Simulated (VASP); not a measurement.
# TiAl3 in VASP: notebook

The runs below take TiAl3 through single point, relaxation of the atoms, with PBE+D3(BJ).

All numbers are computed with VASP 6.6.1; they aren't measurements. Logs are shortened: lines on timing, memory, paths and dates and some standing lists are left out, and cuts for length are marked.

## Step 1: The cell of the first run

The cell holds a slab with vacuum, 8 atoms: a = 5.024 Å, b = 5.024 Å, c = 18.024 Å, α = 90.00°, β = 90.00°, γ = 64.55°.

## Step 2: Single point, PBE+D3(BJ)

INCAR reads:

```
SYSTEM = TiAl3
PREC     = Accurate       ! precision mode
ENCUT    = 520            ! plane-wave cutoff, eV
EDIFF    = 1E-6           ! SCF threshold, eV
ISMEAR   = 0              ! smearing method
SIGMA    = 0.1            ! smearing width, eV
LREAL    = .FALSE.        ! projectors in reciprocal space
LASPH    = .TRUE.         ! aspherical terms in the spheres
NELM     = 60             ! most SCF steps
ALGO     = Normal         ! electronic algorithm
ISIF     = 2              ! what is computed and relaxed
LWAVE    = .FALSE.        ! write WAVECAR
LCHARG   = .TRUE.         ! write CHGCAR
LDIPOL   = .TRUE.       
IDIPOL   = 3            
DIPOL    = 0.5 0.5 0.502
GGA      = PE             ! functional
IVDW     = 12             ! dispersion correction
LELF     = .TRUE.         ! ELF
LVHAR    = .TRUE.       
LVACPOTAV= .TRUE.       
NBANDS   = 31             ! bands
```

KPOINTS reads:

```
Automatic mesh
0
G
  7 7 1
  0 0 0
```

POSCAR reads:

```
TiAl3
1.0
    5.0241861190      0.0000000000      0.0000000000
    2.1588814530      4.5367033218      0.0000000000
    0.0000000000      0.0000000000     18.0243386936
Al Ti
6 2
Direct
    0.5000000000      0.0000000000      0.3883637630
    0.0000000000      0.5000000000      0.3883637630
    0.0000000000      0.0000000000      0.4627879210
    0.0000000000      0.5000000000      0.5423943360
    0.5000000000      0.0000000000      0.5423943360
    0.5000000000      0.5000000000      0.6168720579
    0.5000000000      0.5000000000      0.4627879210
    0.0000000000      0.0000000000      0.6134344311
```

Potentials or basis: VASP PAW PBE potentials, release 64 (Al, Ti_sv).

Command:

```bash
$ cat potpaw_PBE.64/Al/POTCAR potpaw_PBE.64/Ti_sv/POTCAR > POTCAR
$ mpirun -np 1 vasp_std > vasp.out
```

OUTCAR:

```text
SYSTEM = TiAl3
   PREC = Accurate
   ENCUT = 520
   EDIFF = 1E-6
   ISMEAR = 0
   LREAL = .FALSE.
   LASPH = .TRUE.
   NELM = 60
   ISIF = 2
   GGA = PE
   IVDW = 12
 IVDW          = 12

 ion  position               nearest neighbor table
   1  0.500  0.000  0.388-   2 2.68   2 2.68   5 2.78   7 2.85   7 2.85   3 2.85   3 2.85
   2  0.000  0.500  0.388-   1 2.68   1 2.68   4 2.78   3 2.85   3 2.85   7 2.85   7 2.85
   3  0.000  0.000  0.463-   7 2.68   7 2.68   8 2.72   2 2.85   2 2.85   1 2.85   1 2.85   4 2.89
                             4 2.89   5 2.89   5 2.89
   4  0.000  0.500  0.542-   5 2.68   5 2.68   2 2.78   8 2.82   8 2.82   6 2.85   6 2.85   3 2.89
                             3 2.89   7 2.89   7 2.89
   5  0.500  0.000  0.542-   4 2.68   4 2.68   1 2.78   8 2.82   8 2.82   6 2.85   6 2.85   7 2.89
                             7 2.89   3 2.89   3 2.89
   6  0.500  0.500  0.617-   8 2.68   8 2.68   7 2.78   5 2.85   5 2.85   4 2.85   4 2.85
   7  0.500  0.500  0.463-   3 2.68   3 2.68   6 2.78   1 2.85   1 2.85   2 2.85   2 2.85   5 2.89
                             5 2.89   4 2.89   4 2.89
   8  0.000  0.000  0.613-   6 2.68   6 2.68   3 2.72   4 2.82   4 2.82   5 2.82   5 2.82

  LATTYP: Found a base centered orthorhombic cell.
 ALAT       =     5.3657849248
 B/A-ratio  =     1.5833231892
 C/A-ratio  =     3.3591243306

  Lattice vectors:

 A1 = (  -2.1588814530,  -4.5367033218,   0.0000000000)
 A2 = (   5.0241861190,   0.0000000000,   0.0000000000)
 A3 = (   0.0000000000,   0.0000000000,  18.0243386936)

Analysis of symmetry for initial positions (statically):
=====================================================================
 Subroutine PRICEL returns:
 Original cell was already a primitive cell.

 Routine SETGRP: Setting up the symmetry group for a
 base centered orthorhombic supercell.

 Subroutine GETGRP returns: Found  4 space group operations
 (whereof  4 operations were pure point group operations)
 out of a pool of  8 trial point group operations.

The static configuration has the point symmetry C_2v.

Analysis of symmetry for dynamics (positions and initial velocities):
=====================================================================
 Subroutine PRICEL returns:
 Original cell was already a primitive cell.

 Routine SETGRP: Setting up the symmetry group for a
 base centered orthorhombic supercell.

 Subroutine GETGRP returns: Found  4 space group operations
 (whereof  4 operations were pure point group operations)
 out of a pool of  8 trial point group operations.

The dynamic configuration has the point symmetry C_2v.

 Subroutine INISYM returns: Found  4 space group operations
[... 114 lines left out ...]
   EFERMI =   0.00;   METHOD = LEGACY
   ISMEAR =     0;   SIGMA  =   0.10  broadening in eV -4-tet -1-fermi 0-gaus
   EFERMI_NEDOS =   21; number of points for ismear=-14 and -15
   IALGO  =     38    algorithm
   IMIX   =      4    mixing-type and parameters
     AMIX     =   0.40;   BMIX     =  1.00
     AMIX_MAG =   1.60;   BMIX_MAG =  1.00
  volume/ion in A,a.u.               =      51.35       346.55
  Fermi-wavevector in a.u.,A,eV,Ry     =   0.765484  1.446555  7.972548  0.585966
  Thomas-Fermi vector in A             =   1.865615
   LORBIT       =      0    0 simple, 1 ext, 2 COOP (PROOUT), +10 PAW based schemes
   GGA     = PE    functional components
   LHFCALC =     F    Hartree Fock is set to
   AEXX    =    0.0000 exact exchange contribution
   IVDW    =    12    specifies the selected vdW correction
   LEPSILON=     F    determine dielectric tensor
   LRPA    =     F    only Hartree local field effects (RPA)
 non-spin polarized calculation
 Gauss-broadening in eV      SIGMA  =   0.10
  energy-cutoff  :      520.00
  volume of cell :      410.83
 maximum number of plane-waves:     11093
 NGX is ok and might be reduce to    40
   NGX = 19   NGY = 19   NGZ = 67

 dipolmoment           0.000000      0.000000      0.158043 electrons x Angstroem

 number of electron      42.0000002 magnetization

 dipolmoment           0.000000      0.000000     -0.023932 electrons x Angstroem

 Free energy of the ion-electron system (eV)
  ---------------------------------------------------
  ext. energy  EPLUGINS =         0.00000000
  ---------------------------------------------------
  free energy    TOTEN  =       -36.11042800 eV

  energy without entropy =      -36.07040644  energy(sigma->0) =      -36.09041722

 E-fermi :  -0.1992     XC(G=0):  -4.4772

 val. band max:       -0.2015251013   @ k =   0.2857   0.2857   0.0000
 cond. band min:      -0.1974737794   @ k =  -0.2857   0.2857   0.0000
 fundamental gap:      0.0040513218
 Fermi energy:        -0.1991863328

 k-point     1 :       0.0000    0.0000    0.0000
  band No.  band energies     occupation
      1     -57.1874      2.00000
      2     -56.7637      2.00000
      3     -33.6248      2.00000
      4     -33.4850      2.00000
      5     -33.2935      2.00000
      6     -33.1314      2.00000
[... 533 lines left out ...]
     30       3.0404      0.00000
     31       3.4822      0.00000

------------------------ aborting loop because EDIFF is reached ----------------------------------------

 Edisp (eV)   -1.98309

 E8    (eV) :    -0.9521

  FORCE on cell =-STRESS in cart. coord.  units (eV):
  Direction    XX          YY          ZZ          XY          YZ          ZX
  --------------------------------------------------------------------------------------
  -------------------------------------------------------------------------------------
  Total      -4.62598    -3.10153    -1.37723    -1.60176     0.00000     0.00000
  in kB     -18.04052   -12.09541    -5.37097    -6.24657     0.00000     0.00000
  external pressure =      -11.84 kB  Pullay stress =        0.00 kB

 VOLUME and BASIS-vectors are now :
 -----------------------------------------------------------------------------
  energy-cutoff  :      520.00
  volume of cell :      410.83
      direct lattice vectors                 reciprocal lattice vectors
     5.024186119  0.000000000  0.000000000     0.199037212 -0.094715858  0.000000000
     2.158881453  4.536703322  0.000000000     0.000000000  0.220424376  0.000000000
     0.000000000  0.000000000 18.024338694     0.000000000  0.000000000  0.055480538

 POSITION                                       TOTAL-FORCE (eV/Angst)
 -----------------------------------------------------------------------------------
      2.51209      0.00000      7.00000         0.000000      0.000000      0.510488
      1.07944      2.26835      7.00000        -0.000000      0.000000      0.510488
      0.00000      0.00000      8.34145        -0.000000      0.000000     -0.552912
      1.07944      2.26835      9.77630        -0.000000      0.000000      0.004675
      2.51209      0.00000      9.77630         0.000000      0.000000      0.004675
      3.59153      2.26835     11.11871         0.000000      0.000000      0.002782
      3.59153      2.26835      8.34145        -0.000000      0.000000     -0.486156
      0.00000      0.00000     11.05675        -0.000000      0.000000      0.005959
 -----------------------------------------------------------------------------------
    total drift:                                0.000000      0.000000      0.000506

  FREE ENERGIE OF THE ION-ELECTRON SYSTEM (eV)
  ---------------------------------------------------
  free  energy   TOTEN  =       -38.0935177433 eV

  energy  without entropy=      -38.0534961834  energy(sigma->0) =      -38.07350696

 vacuum level on the upper side and lower side of the slab         3.789         3.979
```

stdout:

```text
POSCAR found type information on POSCAR AlTi
 POSCAR found :  2 types and       8 ions
 scaLAPACK will be used
 LDA part: xc-table for (Slater+PW92), standard interpolation
 POSCAR, INCAR and KPOINTS ok, starting setup
 FFT: planning ... GRIDC
 FFT: planning ... GRID_SOFT
 FFT: planning ... GRID
 WAVECAR not read
 entering main loop
 -----------------------------------------------------------------------------
|                                                                             |
|           W    W    AA    RRRRR   N    N  II  N    N   GGGG   !!!           |
|           W    W   A  A   R    R  NN   N  II  NN   N  G    G  !!!           |
|           W    W  A    A  R    R  N N  N  II  N N  N  G       !!!           |
|           W WW W  AAAAAA  RRRRR   N  N N  II  N  N N  G  GGG   !            |
|           WW  WW  A    A  R   R   N   NN  II  N   NN  G    G                |
|           W    W  A    A  R    R  N    N  II  N    N   GGGG   !!!           |
|                                                                             |
|     Did not find any points to average over, which means that no vacuum     |
|     field-free region was found. Please increase the size of  your cell     |
|     in the dimension of the dipole correction to obtain accurate            |
|     workfunction values.                                                    |
|                                                                             |
 -----------------------------------------------------------------------------
```

It took 6.2 min on 1 thread of Intel Xeon Platinum 8259CL at 2.50GHz (Skylake/Cascade Lake), shared host; peak memory 0.56 GiB.

Results:

* Free energy: -38.0935 eV
* Largest force: 0.553 eV/Å
* Band gap on the k mesh: zero (bands 21 and 22 overlap by 0.47 eV)
* Dispersion energy per atom: -0.248 eV

Forces on the atoms (eV/Å):
```
Al   0.000  0.000  0.510
Al   0.000  0.000  0.510
Al   0.000  0.000 -0.553
Al   0.000  0.000  0.005
Al   0.000  0.000  0.005
Al   0.000  0.000  0.003
Ti   0.000  0.000 -0.486
Ti   0.000  0.000  0.006
```

## Step 3: Relaxation of the atoms, PBE+D3(BJ)

INCAR reads:

```
SYSTEM = TiAl3
PREC = Accurate
ENCUT = 520
EDIFF = 1E-6
ISMEAR = 0
SIGMA = 0.1
LREAL = .False.
LASPH = .True.
NELM = 60
ALGO = Fast
ISIF = 2
LWAVE = .False.
LCHARG = .False.
LDIPOL = .True.
IDIPOL = 3
DIPOL = 0.5 0.5 0.500
GGA = PE
IVDW = 12
IBRION = 2
NSW = 70
EDIFFG = -0.03
```

KPOINTS reads:

```
Automatic mesh
0
Gamma
  7 7 1
  0 0 0
```

POSCAR reads:

```
TiAl3
1.0
    5.0241861186      0.0000000000      0.0000000000
    2.1588814521      4.5367033219      0.0000000000
    0.0000000000      0.0000000000     18.0243386938
Al Ti
6 2
Selective dynamics
Direct
    0.5000000000      0.0000000000      0.3883637630  F F F
    0.0000000000      0.5000000000      0.3883637630  F F F
    0.0000000000      0.0000000000      0.4627879210  F F F
    0.0000000000      0.5000000000      0.5372120790  T T T
    0.5000000000      0.0000000000      0.5372120790  T T T
    0.5000000000      0.5000000000      0.6116362370  T T T
    0.5000000000      0.5000000000      0.4627879210  F F F
    0.0000000000      0.0000000000      0.6116362370  T T T
```

Potentials or basis: VASP PAW PBE potentials, release 64 (Al, Ti_sv).

Command:

```bash
$ cat potpaw_PBE.64/Al/POTCAR potpaw_PBE.64/Ti_sv/POTCAR > POTCAR
$ mpirun -np 1 vasp_std > vasp.out
```

Run time: 51 min. Hardware: 1 thread of Oxide Virtual Turin-like, shared host; peak memory 0.57 GiB.

It converged, with:

* Free energy: -38.0935 eV
* Energy gained by relaxing: 6.4 meV/atom
* Ionic steps: 7
* Band gap on the k mesh: zero (bands 21 and 22 overlap by 0.47 eV)
* Dispersion energy per atom: -0.248 eV

Step by step:
| step | energy change (eV) | largest force on free atoms (eV/Å) | pressure (GPa) |
| --- | --- | --- | --- |
| 1 | 0.0000 | 0.3713 | -0.81 |
| 2 | -0.0183 | 0.2886 | -0.87 |
| 3 | -0.0460 | 0.1645 | -1.03 |
| 4 | -0.0477 | 0.1969 | -1.07 |
| 5 | -0.0478 | 0.1995 | -1.07 |
| 6 | -0.0503 | 0.0968 | -1.14 |
| 7 | -0.0509 | 0.0037 | -1.20 |

Final structure:
```
CELL_PARAMETERS angstrom
5.02419 0.00000 0.00000
2.15888 4.53670 0.00000
0.00000 0.00000 18.02434
ATOMIC_POSITIONS crystal
Al 0.50000 0.00000 0.38836
Al 0.00000 0.50000 0.38836
Al 0.00000 0.00000 0.46279
Al 0.00000 0.50000 0.54245
Al 0.50000 0.00000 0.54245
Al 0.50000 0.50000 0.61695
Ti 0.50000 0.50000 0.46279
Ti 0.00000 0.00000 0.61360
```

Levels at points of the mesh, in eV from the Fermi level:
```csv
k point,band 18,band 19,band 20,band 21,band 22,band 23,band 24,band 25
"(0.00, 0.00, 0.00)",-1.11,-1.07,-0.89,-0.43,-0.17,0.14,0.73,1.42
```
